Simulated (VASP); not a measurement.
The system is Bi.

```
Bi
1.0
     2.26225    1.30611    3.88261
    -2.26225    1.30611    3.88261
     0.00000   -2.61222    3.88261
Bi
2
Direct
  0.23683 0.23683 0.23683
  0.76318 0.76318 0.76318
```

Base run:

| Quantity | Value |
| --- | --- |
| Program | VASP 6.6.1 |
| Functional | r2SCAN |
| Potentials or basis | VASP PAW PBE potentials, release 64 (Bi_d) |
| Cutoff | 520 eV |
| k mesh | 7 × 7 × 7 |
| Occupations | fermi-dirac, width 0.05 eV |
| Spin | no spin polarisation |

Its results: pressure 1.4 GPa; largest force 0.156 eV/Å.

The run is repeated on the same cell with these changes: functional from r2SCAN to PBE; further incar settings from ALGO = Normal; EDIFF = 1e-06; NBANDS = 22 to ALGO = Normal; EDIFF = 1e-07; NBANDS = 22. What comes out?

Pressure 2.3 GPa; largest force 0.027 eV/Å.

Caveats: the PAW data sets were made with another functional, which shifts forces and pressure a little (at least some runs).
